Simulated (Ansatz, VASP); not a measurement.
**Two plane-wave programs on Zr2NbTe4**

```xyz
7
Lattice="8.3372 0.0000 0.0000 0.0000 8.3372 0.0000 0.0000 0.0000 4.8789" Properties=species:S:1:pos:R:3 pbc="T T T"
Zr    0.0000    0.0000    0.0000
Zr    4.1686    4.1686    0.0000
Nb    0.0000    0.0000    2.4395
Te    1.4791    4.1686    0.0000
Te    6.8580    4.1686    0.0000
Te    4.1686    1.4791    0.0000
Te    4.1686    6.8580    0.0000
```

Alike in both runs: functional PBE; k mesh 3 × 3 × 4; occupations gaussian, width 0.2 eV; no spin polarisation.

Ansatz relaxed the structure, and its values are those at the end. VASP's run is a single point on that final structure, the one shown.

|  | VASP | Ansatz |
| --- | --- | --- |
| version | VASP 6.6.1 | Ansatz 0.2.0 |
| potentials or method | VASP PAW PBE potentials, release 64 (Zr_sv, Nb_sv, Te), cutoff 500 eV | scalar-relativistic, plane waves, PAW |
| valence electrons in the cell | 61 | 101 |

```tsv
	VASP	Ansatz	Ansatz less VASP
gap on the k mesh at the Fermi level (eV)	none	none	-
pressure (GPa)	0.4	0.4	+0.01
rms of the force components (eV/Å)	0.002	0.003	+0.0012
```

A gap of «none» marks a metal or a gap that the smearing closes. VASP's potentials hold 61 valence electrons a cell and Ansatz's 101, so a difference there can come from the potentials and not from the codes.

Neither program's run includes spin-orbit coupling.
